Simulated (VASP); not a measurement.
# Ti (Fm-3m) in VASP: further runs, part 2 of 2

VASP 6.6.1. The steps go on from the part before.

## 3. Relaxation of cell and atoms, LDA, target pressure 20 GPa, at which the enthalpy is minimised

INCAR

```
SYSTEM = Ti
PREC = Accurate
ENCUT = 600
EDIFF = 1E-7
ISMEAR = 0
SIGMA = 0.05
LREAL = .False.
LASPH = .True.
NELM = 80
ALGO = Normal
ISIF = 3
LWAVE = .False.
LCHARG = .False.
GGA = CA
IBRION = 2
NSW = 60
EDIFFG = -0.01
PSTRESS = 200.0
```

KPOINTS

```
Automatic mesh
0
Gamma
  11 11 11
  0 0 0
```

POSCAR

```
Ti
1.0
    0.0000000000      2.0300000000      2.0300000000
    2.0300000000      0.0000000000      2.0300000000
    2.0300000000      2.0300000000      0.0000000000
Ti
1
Direct
    0.0000000000      0.0000000000      0.0000000000
```

Potentials or basis: VASP PAW LDA potentials, release 64 (Ti_sv).

The run is started by

```console
cat potpaw_LDA.64/Ti_sv/POTCAR > POTCAR
mpirun -np 1 vasp_std > vasp.out
```

OUTCAR:

```text
SYSTEM = Ti
   PREC = Accurate
   ENCUT = 600
   EDIFF = 1E-7
   ISMEAR = 0
   LREAL = .False.
   LASPH = .True.
   NELM = 80
   ISIF = 3
   GGA = CA
   IBRION = 2
   NSW = 60
   EDIFFG = -0.01
   PSTRESS = 200.0

 ion  position               nearest neighbor table
   1  0.000  0.000  0.000-

  LATTYP: Found a face centered cubic cell.
 ALAT       =     4.0600000000

  Lattice vectors:

 A1 = (   0.0000000000,   2.0300000000,   2.0300000000)
 A2 = (   2.0300000000,   0.0000000000,   2.0300000000)
 A3 = (   2.0300000000,   2.0300000000,   0.0000000000)

Analysis of symmetry for initial positions (statically):
=====================================================================
 Subroutine PRICEL returns:
 Original cell was already a primitive cell.

 Routine SETGRP: Setting up the symmetry group for a
 face centered cubic supercell.

 Subroutine GETGRP returns: Found 48 space group operations
 (whereof 48 operations were pure point group operations)
 out of a pool of 48 trial point group operations.

The static configuration has the point symmetry O_h .

Analysis of symmetry for dynamics (positions and initial velocities):
=====================================================================
 Subroutine PRICEL returns:
 Original cell was already a primitive cell.

 Routine SETGRP: Setting up the symmetry group for a
 face centered cubic supercell.
[... 139 lines left out ...]
 maximum number of plane-waves:       568
   NGX = 11   NGY = 11   NGZ = 11

--------------------------------------- Ionic step        1  -------------------------------------------

 number of electron      12.0000002 magnetization

 Free energy of the ion-electron system (eV)
  ---------------------------------------------------
  ext. energy  EPLUGINS =         0.00000000
  ---------------------------------------------------
  free energy    TOTEN  =        -8.49476895 eV

  energy without entropy =       -8.49436975  energy(sigma->0) =       -8.49456935

 E-fermi :   8.3743     XC(G=0): -11.9620

 val. band max:        8.3246767355   @ k =   0.1818   0.1818   0.0000
 cond. band min:       8.4112725445   @ k =   0.2727   0.0000   0.0000
 fundamental gap:      0.0865958090
 Fermi energy:         8.3743459172

 k-point     1 :       0.0000    0.0000    0.0000
  band No.  band energies     occupation
      1     -47.5553      2.00000
      2     -23.7379      2.00000
      3     -23.7379      2.00000
      4     -23.7379      2.00000
      5       2.2836      2.00000
      6       9.2653      0.00000
      7       9.2653      0.00000
      8       9.2653      0.00000
      9      10.9556      0.00000
     10      10.9556      0.00000
[... 520 lines left out ...]
--------------------------------------- Ionic step        7  -------------------------------------------

 number of electron      12.0000000 magnetization

 Free energy of the ion-electron system (eV)
  ---------------------------------------------------
  ext. energy  EPLUGINS =         0.00000000
  ---------------------------------------------------
  free energy    TOTEN  =        -8.39939202 eV

  energy without entropy =       -8.39836309  energy(sigma->0) =       -8.39887755

 E-fermi :  10.3845     XC(G=0): -12.8405

 val. band max:       10.3444034355   @ k =  -0.2727   0.4545   0.1818
 cond. band min:      10.4126014348   @ k =  -0.1818   0.0909   0.0000
 fundamental gap:      0.0681979993
 Fermi energy:        10.3844556739

 k-point     1 :       0.0000    0.0000    0.0000
  band No.  band energies     occupation
      1     -45.3116      2.00000
      2     -21.1718      2.00000
      3     -21.1718      2.00000
      4     -21.1718      2.00000
      5       4.0251      2.00000
      6      11.3779      0.00000
      7      11.3779      0.00000
      8      11.3779      0.00000
      9      13.5251      0.00000
     10      13.5251      0.00000
[... 331 lines left out ...]
  energy  without entropy=       -8.3983630915  energy(sigma->0) =       -8.39887755

  enthalpy is  TOTEN    =        -6.6467577014 eV   P V=        1.7526343151

 reached required accuracy - stopping structural energy minimisation
```

Wall time 23 s (1 thread of Intel Xeon 6975P-C (Granite Rapids), shared host); peak memory 0.14 GiB.

What came out:

| Item | Value |
| --- | --- |
| Free energy | -8.3994 eV |
| Relaxed volume | 14.04 Å³/atom |
| Relaxed cell | a = 2.708 Å, b = 2.708 Å, c = 2.708 Å, α = 60.00°, β = 60.00°, γ = 60.00° |
| Space group after relaxing (to 0.05 Å) | Fm-3m (No. 225) |
| Energy change on relaxing (the enthalpy is what falls) | +95.4 meV/atom |
| Ionic steps | 7 |
| Pressure after relaxing | 20.0 GPa |
| Band gap on the k mesh | zero (band 6 reaches 11.38 eV, above the bottom of band 7 at 10.10 eV) |

Step by step:
| step | energy change (eV) | largest force (eV/Å) | pressure (GPa) | volume (Å³) |
| --- | --- | --- | --- | --- |
| 1 | 0.0000 | 0.0000 | -5.45 | 16.73 |
| 2 | 0.9439 | 0.0000 | 79.92 | 11.09 |
| 3 | 0.0776 | 0.0000 | 18.02 | 14.19 |
| 4 | 0.0936 | 0.0000 | 19.80 | 14.05 |
| 5 | 0.1000 | 0.0000 | 20.49 | 14.00 |
| 6 | 0.0903 | 0.0000 | 19.46 | 14.08 |
| 7 | 0.0954 | 0.0000 | 20.00 | 14.04 |

Final structure:
```
Ti
1.0
     0.00000    1.91476    1.91476
     1.91476    0.00000    1.91476
     1.91476    1.91476    0.00000
Ti
1
Direct
  0.00000 0.00000 0.00000
```

Levels at points of the mesh, in eV from the Fermi level:
```tsv
k point	band 3	band 4	band 5	band 6	band 7	band 8	band 9	band 10
(0.00, 0.00, 0.00)	-31.56	-31.56	-6.36	0.99	0.99	0.99	3.14	3.14
```

Caveat: the cell is relaxed towards a set pressure, so the enthalpy falls and the energy may rise; the volume moved by over 15 % at a fixed basis, so the end points are rough. Zero-point motion and thermal expansion aren't in these numbers.

## 4. Relaxation of cell and atoms, LDA, target pressure 30 GPa, at which the enthalpy is minimised

INCAR

```
SYSTEM = Ti
PREC = Accurate
ENCUT = 600
EDIFF = 1E-6
ISMEAR = 0
SIGMA = 0.05
LREAL = .FALSE.
LASPH = .TRUE.
NELM = 80
ALGO = Normal
ISIF = 3
LWAVE = .FALSE.
LCHARG = .FALSE.
GGA = CA
IBRION = 2
NSW = 60
EDIFFG = -0.01
PSTRESS = 300.0
```

KPOINTS

```
regular mesh
0
G
  11 11 11
  0 0 0
```

POSCAR is that of step 3.

The run is started by

```console
cat potpaw_LDA.64/Ti_sv/POTCAR > POTCAR
mpirun -np 1 vasp_std > vasp.out
```

Wall time 22 s (1 thread of Intel Xeon 6975P-C (Granite Rapids), shared host); peak memory 0.14 GiB.

The run converged. Its results:

```yaml
Free_energy: -8.2935 eV
Relaxed_volume: 13.36 Å³/atom
Relaxed_cell: a = 2.663 Å, b = 2.663 Å, c = 2.663 Å, α = 60.00°, β = 60.00°, γ = 60.00°
Space_group_after_relaxing_to_0.05_Å: Fm-3m (No. 225)
Energy_change_on_relaxing_the_enthalpy_is_what_falls: +201.3 meV/atom
Ionic_steps: 7
Pressure_after_relaxing: 30.0 GPa
Band_gap_on_the_k_mesh: zero (band 6 reaches 12.02 eV, above the bottom of band 7 at 10.72 eV)
```

Step by step:
| step | energy change (eV) | largest force (eV/Å) | pressure (GPa) | volume (Å³) |
| --- | --- | --- | --- | --- |
| 1 | 0.0000 | 0.0000 | -5.40 | 16.73 |
| 2 | 2.2258 | 0.0000 | 154.07 | 9.28 |
| 3 | 0.1463 | 0.0000 | 25.16 | 13.68 |
| 4 | 0.1917 | 0.0000 | 29.18 | 13.41 |
| 5 | 0.2031 | 0.0000 | 30.18 | 13.35 |
| 6 | 0.1984 | 0.0000 | 29.82 | 13.37 |
| 7 | 0.2013 | 0.0000 | 29.97 | 13.36 |

Final structure:
```yaml
crystal:
  lattice:
    - [0.00000, 1.88321, 1.88321]
    - [1.88321, 0.00000, 1.88321]
    - [1.88321, 1.88321, 0.00000]
  atoms:
    - { symbol: Ti, position: [0.00000, 0.00000, 0.00000] }
```

Levels at points of the mesh, in eV from the Fermi level:
```
           k point  band 4  band 5  band 6  band 7  band 8  band 9
(0.00, 0.00, 0.00)  -31.40   -6.42    1.00    1.00    1.00    3.30
```

Caveat: the cell is relaxed towards a set pressure, so the enthalpy falls and the energy may rise; the volume moved by over 15 % at a fixed basis, so the end points are rough. Zero-point motion and thermal expansion aren't in these numbers.

## 5. Summary

| cell | gap on the mesh (eV) | pressure (GPa) |
| --- | --- | --- |
| relaxed to 10 GPa | none | 9.9 |
| relaxed to 20 GPa | none | 20.0 |
| relaxed to 30 GPa | none | 30.0 |

Alike in all rows: task relaxation of cell and atoms; level LDA; potentials or basis VASP PAW LDA potentials, release 64 (Ti_sv); no spin polarisation; k mesh 11 × 11 × 11; cutoff (eV) 600; smearing gaussian 0.05 eV.

Caveats: the cell is relaxed towards a set pressure, so the enthalpy falls and the energy may rise; the volume moved by over 15 % at a fixed basis, so the end points are rough (some runs).

Total energies depend on the potentials used, so only differences within one code and one set of settings carry meaning.
